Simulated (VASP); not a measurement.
SnO2, 9 atoms in the cell. Symmetry: C2/m, No. 12, monoclinic system. The conventional cell has a = 5.607 Å, b = 3.237 Å, c = 14.474 Å, α = 90.00°, β = 96.67°, γ = 90.00°. Within 2.8 Å of Sn (site symmetry 2/m) lie 6 O at 2.12 Å. Sn (site symmetry m) has 6 O at 2.12 Å within 2.8 Å. Within 2.8 Å of O (site symmetry m) lie 3 Sn at 2.12 Å and 3 O at 2.72 Å. Within 2.8 Å of O (site symmetry m) lie 3 Sn at 2.12 Å and 3 O at 2.72 Å. Within 2.8 Å of O (site symmetry m) lie 3 Sn at 2.12 Å and 3 O at 2.72 Å. 

- Program: VASP 6.6.1
- Task: single point
- Functional: PBE
- Dispersion: D3(BJ)
- Potentials or basis: VASP PAW PBE potentials, release 64 (Sn_d, O)
- Cutoff: 520 eV
- k mesh: 9 × 9 × 2
- Occupations: gaussian, width 0.05 eV
- Spin: no spin polarisation
- Dipole correction: no
- Further INCAR settings: ALGO = Normal; EDIFF = 1e-06; NBANDS = 49

Potentials or basis: VASP PAW PBE potentials, release 64 (Sn_d, O).

Run with:

```bash
$ cat potpaw_PBE.64/Sn_d/POTCAR potpaw_PBE.64/O/POTCAR > POTCAR
$ mpirun -np 1 vasp_std > vasp.out
```

Hardware: 1 thread of Intel(R) Xeon(R) Platinum 8259CL CPU @ 2.50GHz (Skylake/Cascade Lake) (shared host).

Problem. Estimate the wall time of this run.

Solution. Run time: 6.2 min on 1 thread of Intel(R) Xeon(R) Platinum 8259CL CPU @ 2.50GHz (Skylake/Cascade Lake) (shared host), peak memory 0.39 GiB. Counts: scf iterations 14, k points 50.
